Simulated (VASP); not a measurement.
Here is a VASP 6.6.1 calculation.

File INCAR:

```
PREC = Accurate
ENCUT = 520
EDIFF = 1E-6
ISMEAR = 0
SIGMA = 0.2
LREAL = F
LASPH = T
NELM = 60
ALGO = Fast
ISIF = 2
LWAVE = F
LCHARG = F
GGA = PE
NBANDS = 20
```

The input KPOINTS:

```
Automatic mesh
0
Gamma
  6 6 4
```

POSCAR

```
Be5Te2
1.0
    3.8317712820      0.0000000000      0.0000000000
   -1.9158856410      3.3184112717      0.0000000000
    0.0000000000      0.0000000000      9.1517447365
Be Te
5 2
Direct
    0.0000000000      0.0000000000      0.0004677129
    1.0000000000      0.0000000000      0.7612369011
    0.6666666667      0.3333333333      0.9515851924
    0.3333333333      0.6666666667      0.9973107631
    0.6666666667      0.3333333333      0.3781226579
    0.3333333333      0.6666666667      0.2820000429
    0.6666666667      0.3333333333      0.6492767297
```

Potentials or basis: VASP PAW PBE potentials, release 64 (Be, Te).

Run with:

```sh
$ cat potpaw_PBE.64/Be/POTCAR potpaw_PBE.64/Te/POTCAR > POTCAR
$ mpirun -np 1 vasp_std > vasp.out
```

Estimate the largest force.

0.036 eV/Å.

What does it give for the pressure?

0.2 GPa.

Estimate the band gap on the k mesh.

zero (band 11 reaches 7.39 eV, above the bottom of band 12 at 5.67 eV).

Forces in eV/Å, atoms in the order of the input:
```
Be   0.000  0.000 -0.017
Be   0.000  0.000  0.036
Be   0.000  0.000 -0.016
Be   0.000  0.000  0.023
Be   0.000  0.000  0.019
Te   0.000  0.000 -0.027
Te   0.000  0.000 -0.019
```

Caveat: spin-orbit coupling is left out, which moves the levels of the heavy elements.
